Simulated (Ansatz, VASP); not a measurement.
Au: VASP beside Ansatz

```
CELL_PARAMETERS angstrom
0.00000 2.08284 2.08284
2.08284 0.00000 2.08284
2.08284 2.08284 0.00000
ATOMIC_POSITIONS crystal
Au 0.00000 0.00000 0.00000
```

Alike in both runs: functional PBE; k mesh 8 × 8 × 8; occupations gaussian, width 0.1 eV; no spin polarisation.

Ansatz relaxed the structure, and its values are those at the end. VASP's run is a single point on that final structure, the one shown.

```csv
,VASP,Ansatz
version,VASP 6.6.1,Ansatz 0.2.0
potentials or method,"VASP PAW PBE potentials, release 64 (Au), cutoff 500 eV","scalar-relativistic, plane waves, PAW"
valence electrons in the cell,11,19
```

Ansatz gave:

```
gap on the k mesh at the Fermi level (eV) : none
pressure (GPa)                            : 0.0
```

Task: What did VASP give for the same quantities?

Result: gap on the k mesh at the Fermi level (eV): none; pressure (GPa): -0.3.

A gap of «none» marks a metal or a gap that the smearing closes. VASP's potentials hold 11 valence electrons a cell and Ansatz's 19, so a difference there can come from the potentials and not from the codes.

Spin-orbit coupling is off throughout.
